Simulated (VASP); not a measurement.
Here is a VASP 6.6.1 calculation.

File INCAR:

```
PREC = Accurate ; ENCUT = 520
EDIFF = 1E-6 ; ISMEAR = -1
SIGMA = 0.1 ; LREAL = False
LASPH = True ; NELM = 80
ALGO = Normal ; ISIF = 2
LWAVE = False ; LCHARG = False
GGA = B5 ; ALDAX = 1.0
AGGAX = 1.0 ; AGGAC = 1.0
ALDAC = 0.0 ; NBANDS = 12
```

File KPOINTS:

```
regular mesh
0
Gamma
  12 12 12
```

The input POSCAR:

```
In
1.0
    0.0000000000      2.4617336486      2.4617336486
    2.4617336486      0.0000000000      2.4617336486
    2.4617336486      2.4617336486      0.0000000000
In
1
Direct
    0.0000000000      0.0000000000      0.0000000000
```

Potentials or basis: VASP PAW PBE potentials, release 64 (In_d).

The run is started by

```console
$ cat potpaw_PBE.64/In_d/POTCAR > POTCAR
$ mpirun -np 1 vasp_std > vasp.out
```

Question: Predict the pressure.

Answer: 1.0 GPa.

Caveat: the PAW data sets were made with another functional, which shifts forces and pressure a little.
